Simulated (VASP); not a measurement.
Runs of VASP 6.6.1 on SrPd5. It takes space group P6/mmm (No. 191, hexagonal). The conventional cell has a = 5.383 Å, b = 5.383 Å, c = 4.392 Å, α = 90.00°, β = 90.00°, γ = 120.00°. Sr (site symmetry 6/mmm) has 18 Pd at 3.11 to 3.47 Å within 4.1 Å. Within 3.5 Å of Pd (site symmetry -6m2) lie 9 Pd at 2.69 to 3.11 Å and 3 Sr at 3.11 Å. Within 3.5 Å of Pd (site symmetry mmm) lie 8 Pd at 2.69 Å and 4 Sr at 3.47 Å. 

```tsv
k mesh	gap on the mesh (eV)	pressure (GPa)
2 × 2 × 2	none	-5.3
5 × 5 × 5	none	(a)
6 × 6 × 6	none	-5.8
3 × 3 × 3	none	-6.5
4 × 4 × 4	none	-5.8
```

Alike in all rows: task single point; level LDA; potentials or basis VASP PAW LDA potentials, release 64 (Sr_sv, Pd); no spin polarisation; cell as given; cutoff (eV) 520; smearing fermi-dirac 0.1 eV.

Question: Estimate the missing entries.

Answer: (a) -5.7.

Caveats: some runs use coarse meshes.

A k mesh can miss the band edges, and the runs leave out spin-orbit coupling on Pd, Sr.

A gap of «none» marks levels without a gap at the run's occupations.
